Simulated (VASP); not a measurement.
A run of VASP 6.6.1:

The input INCAR:

```
SYSTEM = Rh
PREC = Accurate
ENCUT = 520
EDIFF = 1E-7
ISMEAR = 0
SIGMA = 0.1
LREAL = .FALSE.
LASPH = .TRUE.
NELM = 60
ALGO = Fast
ISIF = 2
LWAVE = .FALSE.
LCHARG = .FALSE.
GGA = PE
NBANDS = 30
```

KPOINTS

```
Automatic mesh
0
G
  8 4 40
  0 0 0
```

POSCAR

```
Rh
1.0
    4.6433174325      0.0000000000      0.0000000000
    0.0000000000     11.0172432481      0.0000000000
    2.3216587162      1.1017243248      0.8365882912
Rh
3
Direct
    0.3333333333      0.6666666667      0.0000000000
    0.6666666667      0.3333333333      0.0000000000
    0.0000000000      0.0000000000      0.0000000000
```

Potentials or basis: VASP PAW PBE potentials, release 64 (Rh_pv).

Command:

```bash
$ cat potpaw_PBE.64/Rh_pv/POTCAR > POTCAR
$ mpirun -np 1 vasp_std > vasp.out
```

Hardware: 1 thread of AMD EPYC 9R45 96-Core Processor (Zen 5), on a shared host.

Estimate the wall time of this run.

It took 19 min on 1 thread of AMD EPYC 9R45 96-Core Processor (Zen 5) (shared host), peak memory 0.67 GiB. Counts: scf iterations 16, k points 644.
